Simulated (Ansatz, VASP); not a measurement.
# One calculation of Pt, two programs

```xyz
2
Lattice="0.0000 -1.9579 -1.9579 0.0000 1.9579 -1.9579 3.9158 0.0000 0.0000" Properties=species:S:1:pos:R:3 pbc="T T T"
Pt    1.7579    0.0000   -1.9579
Pt    0.2000    0.0000    0.0000
```

Change from the starting cell: mode 6 (200.8 1/cm) frozen in, largest displacement -0.200 Å.

Alike in both runs: task single point; functional PBE; k mesh 18 × 18 × 12; occupations gaussian, width 0.15 eV; no spin polarisation.

```csv
,VASP,Ansatz
version,VASP 6.6.1,Ansatz 0.2.0
potentials or method,"VASP PAW PBE potentials, release 64 (Pt), cutoff 520 eV","scalar-relativistic, plane waves, PAW"
valence electrons in the cell,20,36
```

Ansatz gave:

* gap on the k mesh at the Fermi level (eV): none
* rms of the force components (eV/Å): 3.647

Which values does VASP return?

gap on the k mesh at the Fermi level (eV): none; rms of the force components (eV/Å): 3.623.

Atom by atom the forces differ by 0.025 eV/Å (rms over components). A gap of «none» marks a metal or a gap that the smearing closes. VASP's potentials hold 20 valence electrons a cell and Ansatz's 36, so a difference there can come from the potentials and not from the codes.

Spin-orbit coupling is off throughout.
